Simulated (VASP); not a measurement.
# CaO (Fm-3m) in VASP: G0W0 quasiparticle levels with PBE

Aim: the G0W0 quasiparticle levels of CaO with PBE.

All numbers are computed with VASP 6.6.1; they aren't measurements. Logs are shortened: lines on timing, memory, paths and dates and some standing lists are left out, and cuts for length are marked.

**1. The cell of the first run**

Symmetry: Fm-3m, No. 225, cubic system. Conventional cell: a = 4.795 Å, b = 4.795 Å, c = 4.795 Å, α = 90.00°, β = 90.00°, γ = 90.00°. Ca (site symmetry m-3m) has 6 O at 2.40 Å within 3.2 Å. O (site symmetry m-3m) has 6 Ca at 2.40 Å within 3.2 Å.

**2. G0W0 quasiparticle levels, PBE**

Input file POSCAR:

```
CaO
1.0
    0.0000000000      2.3975473891      2.3975473891
    2.3975473891      0.0000000000      2.3975473891
    2.3975473891      2.3975473891      0.0000000000
Ca O
1 1
Direct
    0.0000000000      0.0000000000      0.0000000000
    0.5000000000      0.5000000000      0.5000000000
```

Input file INCAR.step1:

```
ALGO = Normal
EDIFF = 1E-8
ENCUT = 500
GGA = PE
ISMEAR = 0
LASPH = True
LCHARG = False
LREAL = False
LWAVE = True
NELM = 60
PREC = Accurate
SIGMA = 0.01
```

Input file INCAR.step2:

```
ALGO = Exact
EDIFF = 1E-8
ENCUT = 500
GGA = PE
ISMEAR = 0
ISTART = 1
LASPH = True
LCHARG = False
LOPTICS = True
LREAL = False
LWAVE = True
NBANDS = 111
NELM = 1
PREC = Accurate
SIGMA = 0.01
```

Input file INCAR.step3:

```
ALGO = EVGW0
EDIFF = 1E-8
ENCUT = 500
ENCUTGW = 140.0
GGA = PE
ISMEAR = 0
ISTART = 1
LASPH = True
LCHARG = False
LREAL = False
LWAVE = False
NBANDS = 111
NBANDSGW = 16
NELMGW = 1
NOMEGA = 96
OMEGAMAX = 20
PREC = Accurate
PRECFOCK = Fast
SIGMA = 0.01
```

Input file KPOINTS:

```
k-points
0
Gamma
  4 4 4
```

Potentials or basis: VASP PAW PBE potentials, release 64 (Ca_sv_GW, O_GW).

On the command line:

```bash
cat potpaw_PBE.64/Ca_sv_GW/POTCAR potpaw_PBE.64/O_GW/POTCAR > POTCAR
cp INCAR.step1 INCAR
mpirun -np 1 vasp_std > vasp.out
cp INCAR.step2 INCAR
mpirun -np 1 vasp_std > vasp.out
cp INCAR.step3 INCAR
mpirun -np 1 vasp_std > vasp.out
```

OUTCAR:

```text
EDIFF = 1E-8
   ENCUT = 500
   ENCUTGW = 140.0
   GGA = PE
   ISMEAR = 0
   ISTART = 1
   LASPH = True
   LREAL = False
   NELMGW = 1
   PREC = Accurate
   PRECFOCK = Fast

 ion  position               nearest neighbor table
   1  0.000  0.000  0.000-   2 2.40   2 2.40   2 2.40   2 2.40   2 2.40   2 2.40
   2  0.500  0.500  0.500-   1 2.40   1 2.40   1 2.40   1 2.40   1 2.40   1 2.40

  LATTYP: Found a face centered cubic cell.
 ALAT       =     4.7950947782

  Lattice vectors:

 A1 = (   0.0000000000,   2.3975473891,   2.3975473891)
 A2 = (   2.3975473891,   0.0000000000,   2.3975473891)
 A3 = (   2.3975473891,   2.3975473891,   0.0000000000)

Analysis of symmetry for initial positions (statically):
=====================================================================
 Subroutine PRICEL returns:
 Original cell was already a primitive cell.

 Routine SETGRP: Setting up the symmetry group for a
 face centered cubic supercell.

 Subroutine GETGRP returns: Found 48 space group operations
 (whereof 48 operations were pure point group operations)
 out of a pool of 48 trial point group operations.

The static configuration has the point symmetry O_h .

Analysis of symmetry for dynamics (positions and initial velocities):
=====================================================================
 Subroutine PRICEL returns:
 Original cell was already a primitive cell.

 Routine SETGRP: Setting up the symmetry group for a
 face centered cubic supercell.

 Subroutine GETGRP returns: Found 48 space group operations
 (whereof 48 operations were pure point group operations)
 out of a pool of 48 trial point group operations.

The dynamic configuration has the point symmetry O_h .

 Subroutine INISYM returns: Found 48 space group operations
 (whereof 48 operations are pure point group operations),
 and found     1 'primitive' translations

----------------------------------------------------------------------------------------

                                     Primitive cell

  volume of cell :      27.5633
[... 48 lines left out ...]
  0.500000  0.000000  0.000000      4.000000
  0.250000  0.250000  0.000000      6.000000
  0.500000  0.250000  0.000000     24.000000
 -0.250000  0.250000  0.000000     12.000000
  0.500000  0.500000  0.000000      3.000000
 -0.250000  0.500000  0.250000      6.000000
   k-points           NKPTS =      8   k-points in BZ     NKDIM =     64   number of bands    NBANDS=    111
   number of dos      NEDOS =    301   number of ions     NIONS =      2
   total plane-waves  NPLWV =  21952
   dimension x,y,z NGX =    28 NGY =   28 NGZ =   28
   dimension x,y,z NGXF=    56 NGYF=   56 NGZF=   56
   ions per type =               1   1
   NGX,Y,Z   is equivalent  to a cutoff of  13.73, 13.73, 13.73 a.u.
   NGXF,Y,Z  is equivalent  to a cutoff of  27.46, 27.46, 27.46 a.u.
 SYSTEM =  unknown system
   PREC   = accura    normal or accurate (medium, high low for compatibility)
   ISTART =      1    job   : 0-new  1-cont  2-samecut
   ICHARG =      0    charge: 1-file 2-atom 10-const
   ISPIN  =      1    spin polarized calculation?
   LNONCOLLINEAR =      F non collinear calculations
   LSORBIT =      F    spin-orbit coupling
   LASPH  =      T    aspherical Exc in radial PAW
   ENCUT  =  500.0 eV  36.75 Ry    6.06 a.u.   6.18  6.18  6.18*2*pi/ulx,y,z
   NELM   =     60;   NELMIN=  2; NELMDL=  0     # of ELM steps
   EDIFF  = 0.1E-07   stopping-criterion for ELM
   LREAL  =      F    real-space projection
   EDIFFG = 0.1E-06   stopping-criterion for IOM
   NSW    =      0    number of steps for IOM
   IBRION =     -1    ionic relax: 0-MD 1-quasi-New 2-CG
   NFREE  =      0    steps in history (QN), initial steepest desc. (CG)
   ISIF   =      0    stress and relaxation
   ISYM   =      3    0-nonsym 1-usesym 2-fastsym
   POTIM  = 0.5000    time-step for ionic-motion
   TEBEG  =    0.0;   TEEND  =   0.0 temperature during run
   PSTRESS=    0.0 pullay stress
   NELECT =      16.0000    total number of electrons
   NUPDOWN=      -1.0000    fix difference up-down
   EMIN   =  10.00;   EMAX   =-10.00  energy-range for DOS
   EFERMI =   0.00;   METHOD = LEGACY
   ISMEAR =     0;   SIGMA  =   0.01  broadening in eV -4-tet -1-fermi 0-gaus
   EFERMI_NEDOS =   21; number of points for ismear=-14 and -15
   IALGO  =     38    algorithm
   IMIX   =      4    mixing-type and parameters
     AMIX     =   0.40;   BMIX     =  1.00
     AMIX_MAG =   1.60;   BMIX_MAG =  1.00
  volume/ion in A,a.u.               =      13.78        93.00
  Fermi-wavevector in a.u.,A,eV,Ry     =   1.365644  2.580694 25.374656  1.864985
  Thomas-Fermi vector in A             =   2.491855
   LORBIT       =      0    0 simple, 1 ext, 2 COOP (PROOUT), +10 PAW based schemes
   GGA     = PE    functional components
   LHFCALC =     T    Hartree Fock is set to
   PRECFOCK=fast      Normal, Fast or Accurate (Low or Medium for compatibility)
   ENCUT4O =  -1.0   cutoff for four orbital integrals eV
   NKREDX  =     1    reduce k-point grid by
   NKREDY  =     1    reduce k-point grid by
   NKREDZ  =     1    reduce k-point grid by
   AEXX    =    1.0000 exact exchange contribution
   HFSCREEN=    0.0000 screening length (either q_TF or 0.3 A-1)
   HFSCREENC=   0.0000 screening length for correlation (either q_TF or 0.3 A-1)
   ENCUTFOCK=  -1.0 apply spherical cutoff to Coloumb kernel
   IVDW    =     0    specifies the selected vdW correction
   LEPSILON=     F    determine dielectric tensor
   LRPA    =     F    only Hartree local field effects (RPA)
   LRPAFORCE           =     F    calculate RPA forces
   ENCUTGW             = 140.0    cutoff for response function in eV
   ENCUTGWSOFT         = 112.0    soft cutoff for Coulomb kernel in GW response function in eV
   ENCUTLF             =  -1.0    cutoff for local field effects
   NELMGW              =     1    number of iterations in solving QP/BSE equation
   NELMHF              =     1    number of iterations in the inner HF iteration
   NKREDLFX            =     1    NKREDLFY  =   1   NKREDLFZ  =   1
 non-spin polarized calculation
 Gauss-broadening in eV      SIGMA  =   0.01
  energy-cutoff  :      500.00
  volume of cell :       27.56
 maximum number of plane-waves:       725
 NGX is ok and might be reduce to    28
  NGX = 14; NGY = 14; NGZ = 14
   NGX = 13   NGY = 13   NGZ = 13
 maximum number of plane-waves:       113
 NGX is ok and might be reduce to    14

 QP shifts <psi_nk| G(iteration)W_0 |psi_nk>: iteration 1
 for sc-GW calculations column KS-energies equals QP-energies in previous step
 and V_xc(KS)=  KS-energies - (<T + V_ion + V_H > + <T+V_H+V_ion>^1  + <V_x>^1)

 k-point   1 :       0.0000    0.0000    0.0000
  band No.  KS-energies  QP-energies   sigma(KS)   V_xc(KS)     V^pw_x(r,r')   Z            occupation Imag(sigma)

      1     -32.9305     -34.4583     -23.0743     -20.6285     -34.4136       0.6247       2.0000       0.6072
      2     -13.6909     -15.9854     -23.1797     -20.1615     -28.1229       0.7602       2.0000       0.1641
      3     -13.6909     -15.9854     -23.1797     -20.1615     -28.1229       0.7602       2.0000       0.1641
      4     -13.6909     -15.9854     -23.1797     -20.1615     -28.1229       0.7602       2.0000       0.1641
      5     -10.8554     -12.5560     -21.8874     -19.2156     -30.6884       0.6365       2.0000       0.5759
      6       4.6801       3.7932     -20.3523     -19.1686     -24.5135       0.7492       2.0000       0.0586
[... 135 lines left out ...]
      2     -14.1300     -16.2756     -22.5829     -19.6423     -28.0821       0.7296       2.0000       0.2052
      3     -14.1159     -16.4508     -22.7284     -19.6323     -27.7420       0.7541       2.0000       0.2260
      4     -14.1159     -16.4508     -22.7284     -19.6323     -27.7420       0.7541       2.0000       0.2260
      5     -10.2237     -11.9241     -22.7641     -20.0595     -30.9968       0.6287       2.0000       0.4573
      6       3.3922       2.3620     -18.9556     -17.5625     -23.1442       0.7395       2.0000       0.0692
[... 8 lines left out ...]
     15      18.9011      20.4670     -12.0916     -14.1574      -6.3274       0.7580       0.0000      -0.3992
     16      18.9011      20.4670     -12.0916     -14.1574      -6.3274       0.7580       0.0000      -0.3992
```

Run time: 63 s. Hardware: 1 thread of Intel Xeon 8259CL, shared host; peak memory 0.27 GiB.

Results:

```
Quasiparticle gap                                   : 5.80 eV
Least direct quasiparticle gap                      : 6.26 eV
Band gap of the starting levels on the mesh         : 3.65 eV
Least direct gap of the starting levels on the mesh : 4.03 eV
```

Caveat: the k points lie up to 0.57 Å⁻¹ apart; bands, screening cutoff and mesh are small and nothing is extrapolated, so the quasiparticle values aren't converged.
